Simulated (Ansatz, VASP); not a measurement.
## Two plane-wave programs on PbS

Contents of POSCAR:

```
PbS
1.0
    0.0000000000      2.9679283527      2.9679283527
    2.9679283527      0.0000000000      2.9679283527
    2.9679283527      2.9679283527      0.0000000000
Pb S
1 1
Direct
    0.0000000000      0.0000000000      0.0000000000
    0.5000000000      0.5000000000      0.5000000000
```

File INCAR.step1:

```
PREC     = Accurate       # precision mode
ENCUT    = 520            # plane-wave cutoff, eV
ISMEAR   = 0              # smearing method
SIGMA    = 0.02           # smearing width, eV
LREAL    = False          # projectors in reciprocal space
LASPH    = True           # aspherical terms in the spheres
NELM     = 100            # most SCF steps
NBANDS   = 17             # bands
GGA      = PE             # functional
ALGO     = Normal         # electronic algorithm
EDIFF    = 1E-4           # SCF threshold, eV
LWAVE    = True           # write WAVECAR
LCHARG   = False          # write CHGCAR
```

INCAR.step2

```
PREC     = Accurate       # precision mode
ENCUT    = 520            # plane-wave cutoff, eV
EDIFF    = 1E-7           # SCF threshold, eV
ISMEAR   = 0              # smearing method
SIGMA    = 0.02           # smearing width, eV
LREAL    = False          # projectors in reciprocal space
LASPH    = True           # aspherical terms in the spheres
NELM     = 100            # most SCF steps
ALGO     = Normal         # electronic algorithm
ISIF     = 2              # what is computed and relaxed
LWAVE    = False          # write WAVECAR
LCHARG   = False          # write CHGCAR
METAGGA  = R2SCAN         # meta-GGA
LMIXTAU  = True         
NBANDS   = 17             # bands
ISTART   = 1
```

Contents of KPOINTS:

```
Automatic mesh
0
Gamma
  10 10 10
```

Input for Ansatz:

```yaml
crystal:
  lattice:
    - [0.0, 2.9679283527, 2.9679283527]
    - [2.9679283527, 0.0, 2.9679283527]
    - [2.9679283527, 2.9679283527, 0.0]
  atoms:
    - { symbol: Pb, position: [0.0, 0.0, 0.0] }
    - { symbol: S, position: [0.5, 0.5, 0.5] }
basis:
  ecutwfc: 500
kpoints:
  mp_grid: { grid: [10, 10, 10] }
  band_path:
    path:
      - [[0.0, 0.0, 0.0], [0.5, 0.0, 0.5], [0.625, 0.25, 0.625]]
      - [[0.375, 0.375, 0.75], [0.0, 0.0, 0.0], [0.5, 0.5, 0.5], [0.5, 0.25, 0.75], [0.5, 0.0, 0.5]]
    npoints: 14
hamiltonian:
  xc: r2scan
scf:
  occupations: { method: gaussian, width: 0.02 }
  n_extra_bands: 6
output:
  forces: true
  stress: true
  eigenvalues: true
  populations: true
  dos: { projected: true, de: 0.02, nscf_kmesh: { grid: [15, 15, 15] } }
  bader: true
  write_density: true
  write_potential: true
  elf: true
  volumetric_format: npy
```

Alike in both runs: task single point; functional r2SCAN; k mesh 10 × 10 × 10; occupations gaussian, width 0.02 eV; no spin polarisation.

```csv
,VASP,Ansatz
version,VASP 6.6.1,Ansatz 0.2.0
potentials or method,"VASP PAW PBE potentials, release 64 (Pb_d, S), cutoff 520 eV","scalar-relativistic, plane waves, PAW"
valence electrons in the cell,20,20
```

```tsv
	VASP	Ansatz	Ansatz less VASP
gap on the k mesh at the Fermi level (eV)	0.63	0.62	-0.010
least direct gap on the mesh (eV)	0.63	0.62	-0.010
pressure (GPa)	1.2	1.2	+0.02
```

VASP's potentials were made for PBE, not for r2SCAN. With one functional, cell and mesh, what is left measures potentials, basis and numerics.

Spin-orbit coupling is off throughout.
